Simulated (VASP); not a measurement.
C, 4 atoms in the cell. It takes space group P2_1/m (No. 11, monoclinic). The conventional cell has a = 2.255 Å, b = 6.741 Å, c = 2.477 Å, α = 90.00°, β = 111.16°, γ = 90.00°. Within 1.7 Å of C (site symmetry m) lie 3 C at 1.30 to 1.55 Å. Within 1.7 Å of C (site symmetry m) lie 3 C at 1.30 to 1.55 Å.  This cell differs from its parent crystal: engineering shear strain xy -0.2000, normal strain along z +0.0000.

```yaml
Program: VASP 6.6.1
Task: single point
Functional: PBE
Dispersion: D3(BJ)
Potentials_or_basis: VASP PAW PBE potentials, release 64 (C)
Cutoff: 520 eV
k_mesh: 18 × 18 × 6
Occupations: gaussian, width 0.15 eV
Spin: no spin polarisation
Dipole_correction: no
Further_INCAR_settings: ALGO = Normal; EDIFF = 1e-06; NBANDS = 16
```

Potentials or basis: VASP PAW PBE potentials, release 64 (C).

Command:

```bash
$ cat potpaw_PBE.64/C/POTCAR > POTCAR
$ mpirun -np 1 vasp_std > vasp.out
```

Hardware: 1 thread of AMD EPYC 9R45 96-Core Processor (Zen 5), with other jobs on the host.

Problem. Estimate the wall time of this run.

Solution. It took 3.2 min on 1 thread of AMD EPYC 9R45 96-Core Processor (Zen 5), on a shared host, peak memory 0.33 GiB. Counts: scf iterations 14, k points 656.
